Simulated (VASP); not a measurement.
# BPd (Pm-3m) in VASP: single point with LDA

Aim: the single point of BPd with LDA.

Program: VASP 6.6.1. These are calculated values, not measurements. Logs are shortened: lines on timing, memory, paths and dates and some standing lists are left out, and cuts for length are marked.

### 1 The cell of the first run

The structure is cubic, space group Pm-3m (No. 221). The conventional cell has a = 2.762 Å, b = 2.762 Å, c = 2.762 Å, α = 90.00°, β = 90.00°, γ = 90.00°. Pd (site symmetry m-3m) has 8 B at 2.39 Å and 6 Pd at 2.76 Å within 3.2 Å. Within 3.2 Å of B (site symmetry m-3m) lie 8 Pd at 2.39 Å and 6 B at 2.76 Å.

### 2 Single point, LDA, non-collinear spin, typed start, spin-orbit coupling

The input, INCAR:

```
SYSTEM = BPd
PREC     = Accurate       ! precision mode
ENCUT    = 500            ! plane-wave cutoff, eV
EDIFF    = 1E-6           ! SCF threshold, eV
ISMEAR   = -1             ! smearing method
SIGMA    = 0.1            ! smearing width, eV
LREAL    = .False.        ! projectors in reciprocal space
LASPH    = .True.         ! aspherical terms in the spheres
NELM     = 200            ! most SCF steps
ALGO     = Normal         ! electronic algorithm
ISIF     = 2              ! what is computed and relaxed
LWAVE    = .False.        ! write WAVECAR
LCHARG   = .False.        ! write CHGCAR
MAGMOM   = 0 0 1 0 0 0    ! initial moments
LORBIT   = 11             ! projections on sites
LSORBIT  = .True.         ! spin-orbit coupling
GGA_COMPAT= .False.      
LORBMOM  = .True.       
LMAXMIX  = 4              ! l up to which the mixer works
NBANDS   = 25             ! bands
```

The input, KPOINTS:

```
regular mesh
0
Gamma
  12 12 12
  0 0 0
```

The input, POSCAR:

```
BPd
1.0
    2.7617661800      0.0000000000      0.0000000000
    0.0000000000      2.7617661800      0.0000000000
    0.0000000000      0.0000000000      2.7617661800
Pd B
1 1
Direct
    0.0000000000      0.0000000000      0.0000000000
    0.5000000000      0.5000000000      0.5000000000
```

Potentials or basis: VASP PAW LDA potentials, release 64 (Pd, B).

Launch:

```
$ cat potpaw_LDA.64/Pd/POTCAR potpaw_LDA.64/B/POTCAR > POTCAR
$ mpirun -np 1 vasp_ncl > vasp.out
```

OUTCAR:

```text
SYSTEM = BPd
   PREC = Accurate
   ENCUT = 500
   EDIFF = 1E-6
   ISMEAR = -1
   LREAL = .False.
   LASPH = .True.
   NELM = 200
   ISIF = 2
   LORBIT = 11
   LSORBIT = .True.

 ion  position               nearest neighbor table
   1  0.000  0.000  0.000-   2 2.39   2 2.39   2 2.39   2 2.39   2 2.39   2 2.39   2 2.39   2 2.39

   2  0.500  0.500  0.500-   1 2.39   1 2.39   1 2.39   1 2.39   1 2.39   1 2.39   1 2.39   1 2.39

  LATTYP: Found a simple cubic cell.
 ALAT       =     2.7617661800

  Lattice vectors:

 A1 = (   2.7617661800,   0.0000000000,   0.0000000000)
 A2 = (   0.0000000000,   2.7617661800,   0.0000000000)
 A3 = (   0.0000000000,   0.0000000000,   2.7617661800)

Analysis of symmetry for initial positions (statically):
=====================================================================
 Subroutine PRICEL returns:
 Original cell was already a primitive cell.

 Routine SETGRP: Setting up the symmetry group for a
 simple cubic supercell.

 Subroutine GETGRP returns: Found 48 space group operations
 (whereof 48 operations were pure point group operations)
 out of a pool of 48 trial point group operations.

The static configuration has the point symmetry O_h .

Analysis of symmetry for dynamics (positions and initial velocities):
=====================================================================
 Subroutine PRICEL returns:
 Original cell was already a primitive cell.

 Routine SETGRP: Setting up the symmetry group for a
 simple cubic supercell.

 Subroutine GETGRP returns: Found 48 space group operations
 (whereof 48 operations were pure point group operations)
 out of a pool of 48 trial point group operations.

The dynamic configuration has the point symmetry O_h .

Analysis of structural, dynamic, and magnetic symmetry:
=====================================================================
 Subroutine PRICEL returns:
 Original cell was already a primitive cell.

 Routine SETGRP: Setting up the symmetry group for a
 simple cubic supercell.

 Subroutine GETGRP returns: Found  8 space group operations
 (whereof  8 operations were pure point group operations)
 out of a pool of 48 trial point group operations.

The overall configuration has the point symmetry C_4h.

 Subroutine INISYM returns: Found  8 space group operations
 (whereof  8 operations are pure point group operations),
 and found     1 'primitive' translations

----------------------------------------------------------------------------------------

                                     Primitive cell

  volume of cell :      21.0650

  direct lattice vectors                    reciprocal lattice vectors
     2.761766180  0.000000000  0.000000000     0.362087134  0.000000000  0.000000000
     0.000000000  2.761766180  0.000000000     0.000000000  0.362087134  0.000000000
     0.000000000  0.000000000  2.761766180     0.000000000  0.000000000  0.362087134

  length of vectors
     2.761766180  2.761766180  2.761766180     0.362087134  0.362087134  0.362087134

  position of ions in fractional coordinates (direct lattice)
     0.000000000  0.000000000  0.000000000
     0.500000000  0.500000000  0.500000000

  ion indices of the primitive-cell ions
   primitive index   ion index
                 1           1
                 2           2

----------------------------------------------------------------------------------------

 KPOINTS: regular mesh

Automatic generation of k-mesh.
 Grid dimensions read from file:
 generate k-points for:   12   12   12

 Generating k-lattice:

  Cartesian coordinates                     Fractional coordinates (reciprocal lattice)
     0.030173928  0.000000000  0.000000000     0.083333333  0.000000000  0.000000000
     0.000000000  0.030173928  0.000000000     0.000000000  0.083333333  0.000000000
     0.000000000  0.000000000  0.030173928     0.000000000  0.000000000  0.083333333

  Length of vectors
     0.030173928  0.030173928  0.030173928

  Shift w.r.t. Gamma in fractional coordinates (k-lattice)
     0.000000000  0.000000000  0.000000000

[... 93 lines left out ...]
  ---------------------------------------------------
  ext. energy  EPLUGINS =         0.00000000
  ---------------------------------------------------
  free energy    TOTEN  =       -13.02964720 eV

  energy without entropy =      -12.99297590  energy(sigma->0) =      -13.01131155

 E-fermi :  10.6756     XC(G=0): -13.3425

 val. band max:       10.6662408998   @ k =   0.4167  -0.2500  -0.1667
 cond. band min:      10.7336639254   @ k =   0.4167  -0.3333  -0.1667
 fundamental gap:      0.0674230256
 Fermi energy:        10.6755599144

 k-point     1 :       0.0000    0.0000    0.0000
  band No.  band energies     occupation
      1      -1.6996      1.00000
      2      -1.6996      1.00000
      3       4.6190      1.00000
      4       4.6190      1.00000
      5       4.6190      1.00000
      6       4.6190      1.00000
[... 661 lines left out ...]
     24      25.2088      0.00000
     25      27.1494      0.00000

 [... further k-points ...]

------------------------ aborting loop because EDIFF is reached ----------------------------------------

  FORCE on cell =-STRESS in cart. coord.  units (eV):
  Direction    XX          YY          ZZ          XY          YZ          ZX
  --------------------------------------------------------------------------------------
  -------------------------------------------------------------------------------------
  Total       -1.2009296     -1.2009296     -1.2009280      0.0000000      0.0000000      0.0000000
  in kB      -91.3413436    -91.3413436    -91.3412214      0.0000032      0.0000000      0.0000000
  external PRESSURE =     -91.3413029 kB  Pullay stress =       0.0000000 kB

 VOLUME and BASIS-vectors are now :
 -----------------------------------------------------------------------------
  energy-cutoff  :      500.00
  volume of cell :       21.06
      direct lattice vectors                 reciprocal lattice vectors
     2.761766180  0.000000000  0.000000000     0.362087134  0.000000000  0.000000000
     0.000000000  2.761766180  0.000000000     0.000000000  0.362087134  0.000000000
     0.000000000  0.000000000  2.761766180     0.000000000  0.000000000  0.362087134

 POSITION                                       TOTAL-FORCE (eV/Angst)
 -----------------------------------------------------------------------------------
      0.00000      0.00000      0.00000         0.000000      0.000000      0.000000
      1.38088      1.38088      1.38088         0.000000      0.000000      0.000000
 -----------------------------------------------------------------------------------
    total drift:                               -0.000000     -0.000000     -0.000000

  FREE ENERGIE OF THE ION-ELECTRON SYSTEM (eV)
  ---------------------------------------------------
  free  energy   TOTEN  =       -13.0296472006 eV

  energy  without entropy=      -12.9929758987  energy(sigma->0) =      -13.01131155

 orbital moment (x)

 # of ion     p       d       tot
 ----------------------------------------
  1         0.000  -0.000  -0.000
  2         0.000   0.000   0.000
 ----------------------------------------
            0.000  -0.000  -0.000

 orbital moment (y)

 # of ion     p       d       tot
 ----------------------------------------
  1         0.000  -0.000  -0.000
  2         0.000   0.000   0.000
 ----------------------------------------
            0.000  -0.000  -0.000

 orbital moment (z)

 # of ion     p       d       tot
 ----------------------------------------
  1         0.000  -0.000  -0.000
  2        -0.000   0.000  -0.000
 ----------------------------------------
           -0.000  -0.000  -0.000

 Spin-Orbit-Coupling matrix elements

 Ion:    1  E_soc:     -0.0743965
 l=   1
     0.0000000    -0.0028718    -0.0028718
    -0.0028718     0.0000000    -0.0028718
    -0.0028718    -0.0028718     0.0000000
 l=   2
     0.0000000    -0.0018096     0.0000000    -0.0018096    -0.0077181
    -0.0018096     0.0000000    -0.0057886    -0.0018096    -0.0019295
     0.0000000    -0.0057886     0.0000000    -0.0057886     0.0000000
    -0.0018096    -0.0018096    -0.0057886     0.0000000    -0.0019295
    -0.0077181    -0.0019295     0.0000000    -0.0019295     0.0000000
 l=   3
     0.0000000     0.0000000     0.0000000     0.0000000     0.0000000     0.0000000     0.0000000
     0.0000000     0.0000000     0.0000000     0.0000000     0.0000000     0.0000000     0.0000000
     0.0000000     0.0000000     0.0000000     0.0000000     0.0000000     0.0000000     0.0000000
     0.0000000     0.0000000     0.0000000     0.0000000     0.0000000     0.0000000     0.0000000
     0.0000000     0.0000000     0.0000000     0.0000000     0.0000000     0.0000000     0.0000000
     0.0000000     0.0000000     0.0000000     0.0000000     0.0000000     0.0000000     0.0000000
     0.0000000     0.0000000     0.0000000     0.0000000     0.0000000     0.0000000     0.0000000

 Ion:    2  E_soc:      0.0000102
 l=   1
     0.0000000     0.0000017     0.0000017
     0.0000017     0.0000000     0.0000017
     0.0000017     0.0000017     0.0000000
 l=   2
     0.0000000     0.0000000     0.0000000     0.0000000     0.0000000
     0.0000000     0.0000000     0.0000000     0.0000000     0.0000000
     0.0000000     0.0000000     0.0000000     0.0000000     0.0000000
     0.0000000     0.0000000     0.0000000     0.0000000     0.0000000
     0.0000000     0.0000000     0.0000000     0.0000000     0.0000000
 l=   3
     0.0000000     0.0000000     0.0000000     0.0000000     0.0000000     0.0000000     0.0000000
     0.0000000     0.0000000     0.0000000     0.0000000     0.0000000     0.0000000     0.0000000
     0.0000000     0.0000000     0.0000000     0.0000000     0.0000000     0.0000000     0.0000000
     0.0000000     0.0000000     0.0000000     0.0000000     0.0000000     0.0000000     0.0000000
     0.0000000     0.0000000     0.0000000     0.0000000     0.0000000     0.0000000     0.0000000
     0.0000000     0.0000000     0.0000000     0.0000000     0.0000000     0.0000000     0.0000000
     0.0000000     0.0000000     0.0000000     0.0000000     0.0000000     0.0000000     0.0000000

 total charge

# of ion       s       p       d       tot
------------------------------------------
    1        0.508   0.715   8.572   9.795
    2        0.653   0.881   0.000   1.534
--------------------------------------------------
tot          1.161   1.596   8.572  11.329

 magnetization (x)

# of ion       s       p       d       tot
------------------------------------------
    1        0.000   0.000  -0.000  -0.000
    2        0.000   0.000   0.000   0.000
--------------------------------------------------
tot          0.000   0.000  -0.000  -0.000

 magnetization (y)

# of ion       s       p       d       tot
------------------------------------------
    1        0.000   0.000   0.000   0.000
    2        0.000  -0.000   0.000  -0.000
--------------------------------------------------
tot          0.000  -0.000   0.000  -0.000

 magnetization (z)

# of ion       s       p       d       tot
------------------------------------------
    1       -0.000   0.000  -0.000  -0.000
    2       -0.000  -0.000   0.000  -0.000
--------------------------------------------------
tot         -0.000  -0.000  -0.000  -0.000
```

It took 3.8 min on 1 thread of Oxide Virtual Turin-like, shared host; peak memory 0.26 GiB.

Results:

| Quantity | Value |
| --- | --- |
| Free energy | -13.0296 eV |
| Pressure | -9.1 GPa |
| Net moment | 0.00 μB per cell |
| Valence electrons inside the program's atomic spheres | Pd 9.79; B 1.53 |

Moments on the atoms (μB; x, y, z):
```
Pd  0.00 0.00 0.00
B   0.00 0.00 0.00
```

Caveat: the cell stands under tension.
